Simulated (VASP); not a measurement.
Input of a VASP 6.6.1 run:

The input INCAR:

```
ALGO = Normal
EDIFF = 1E-6
ENCUT = 520
GGA = PE
ISIF = 2
ISMEAR = 0
LASPH = T
LCHARG = F
LREAL = F
LWAVE = F
NBANDS = 41
NELM = 80
PREC = Accurate
SIGMA = 0.1
```

The input KPOINTS:

```
k-points
0
Gamma
  10 10 4
```

File POSCAR:

```
AlIn3As4
1.0
    4.2856974309      0.0000000000      0.0000000000
    0.0000000000      4.2856974309      0.0000000000
    0.0000000000      0.0000000000     12.1589062242
Al In As
1 3 4
Direct
    0.0000000000      0.0000000000      0.0000000000
    0.5000000000      0.5000000000      0.2404844553
    0.0000000000      0.0000000000      0.5000000000
    0.5000000000      0.5000000000      0.7595155447
    0.5000000000      0.0000000000      0.1093596635
    0.0000000000      0.5000000000      0.3702302926
    0.5000000000      0.0000000000      0.6297697074
    0.0000000000      0.5000000000      0.8906403365
```

Potentials or basis: VASP PAW PBE potentials, release 64 (Al, In_d, As).

Command:

```bash
$ cat potpaw_PBE.64/Al/POTCAR potpaw_PBE.64/In_d/POTCAR potpaw_PBE.64/As/POTCAR > POTCAR
$ mpirun -np 1 vasp_std > vasp.out
```

Question: What does it give for the band gap on the k mesh?

Answer: Zero (filled and empty bands touch).

Question: Estimate the largest force.

Answer: 0.013 eV/Å.

Forces in eV/Å, atoms in the order of the input:
```
Al   0.000  0.000  0.000
In   0.000  0.000 -0.002
In   0.000  0.000  0.000
In   0.000  0.000  0.002
As   0.000  0.000  0.013
As   0.000  0.000 -0.002
As   0.000  0.000  0.002
As   0.000  0.000 -0.013
```

Caveat: semilocal functionals underestimate gaps, and a narrow one can read as zero; spin-orbit coupling is left out, which moves the levels of the heavy elements.
